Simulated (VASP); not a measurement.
Wanted: the native input for a VASP 6.6.1 run.

```
Task                   : single point
Functional             : r2SCAN
Potentials or basis    : VASP PAW PBE potentials, release 64 (B, N)
Cutoff                 : 520 eV
k mesh                 : 12 × 12 × 6
Occupations            : gaussian, width 0.05 eV
Spin                   : no spin polarisation
Dipole correction      : no
Further INCAR settings : ALGO = Normal; EDIFF = 1e-06; NBANDS = 16
```

BN:

```
CELL_PARAMETERS angstrom
2.65610 0.00000 0.00000
-1.32805 2.30025 0.00000
0.00000 0.00000 3.88871
ATOMIC_POSITIONS crystal
B 0.66667 0.33333 0.99972
B 0.33333 0.66667 0.49972
N 0.66667 0.33333 0.62528
N 0.33333 0.66667 0.12528
```

This cell differs from its parent crystal: strain +0.040 along x and y, -0.080 along z.

These files were run (other wordings do the same):

POSCAR

```
BN
1.0
    2.6560971858      0.0000000000      0.0000000000
   -1.3280485929      2.3002476378      0.0000000000
    0.0000000000      0.0000000000      3.8887066000
B N
2 2
Direct
    0.6666666667      0.3333333333      0.9997240000
    0.3333333333      0.6666666667      0.4997240000
    0.6666666667      0.3333333333      0.6252760000
    0.3333333333      0.6666666667      0.1252760000
```

INCAR.step1

```
ALGO = Normal
EDIFF = 1E-4
ENCUT = 520
GGA = PE
ISMEAR = 0
LASPH = True
LCHARG = False
LREAL = False
LWAVE = True
NBANDS = 16
NELM = 100
PREC = Accurate
SIGMA = 0.05
```

INCAR.step2

```
ALGO = Normal
EDIFF = 1E-6
ENCUT = 520
ISIF = 2
ISMEAR = 0
ISTART = 1
LASPH = True
LCHARG = True
LELF = True
LMIXTAU = True
LREAL = False
LVHAR = True
LWAVE = False
METAGGA = R2SCAN
NBANDS = 16
NELM = 100
PREC = Accurate
SIGMA = 0.05
```

KPOINTS

```
k-points
0
Gamma
  12 12 6
```

Potentials or basis: VASP PAW PBE potentials, release 64 (B, N).

Command:

```sh
$ cat potpaw_PBE.64/B/POTCAR potpaw_PBE.64/N/POTCAR > POTCAR
$ cp INCAR.step1 INCAR
$ mpirun -np 1 vasp_std > vasp.out
$ cp INCAR.step2 INCAR
$ mpirun -np 1 vasp_std > vasp.out
```

Results of the run:

```yaml
Pressure: 6.8 GPa
Largest_force: 0.788 eV/Å
Band_gap_on_the_k_mesh: 5.90 eV (least direct gap 7.52 eV)
```

Caveat: the cell differs from its parent crystal (strain +0.040 along x and y, -0.080 along z); the stress differs along the axes, from -36 to 93 GPa; the PAW data sets were made with another functional, which shifts forces and pressure a little.

Wall time 2.5 min on 1 thread of Intel Xeon 8259CL, with other jobs on the host, peak memory 0.15 GiB.
